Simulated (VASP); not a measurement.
Input of a VASP 6.6.1 run:

The input INCAR:

```
SYSTEM = Rh
  ALGO = Normal
  EDIFF = 1E-6
  ENCUT = 500
  GGA = PE
  GGA_COMPAT = .False.
  ISIF = 2
  ISMEAR = 1
  LASPH = .True.
  LCHARG = .False.
  LREAL = .False.
  LWAVE = .False.
  NBANDS = 14
  NELM = 120
  PREC = Accurate
  SIGMA = 0.05
```

KPOINTS

```
k-points
0
Gamma
  13 13 13
  0 0 0
```

File POSCAR:

```
Rh
1.0
    0.0000000000      1.8978500000      1.8978500000
    1.8978500000      0.0000000000      1.8978500000
    1.8978500000      1.8978500000      0.0000000000
Rh
1
Direct
    0.0000000000      0.0000000000      0.0000000000
```

Potentials or basis: VASP PAW PBE potentials, release 64 (Rh_pv).

The run is started by

```sh
$ cat potpaw_PBE.64/Rh_pv/POTCAR > POTCAR
$ mpirun -np 1 vasp_std > vasp.out
```

(1) Predict the pressure.

Answers

(1) 7.7 GPa.
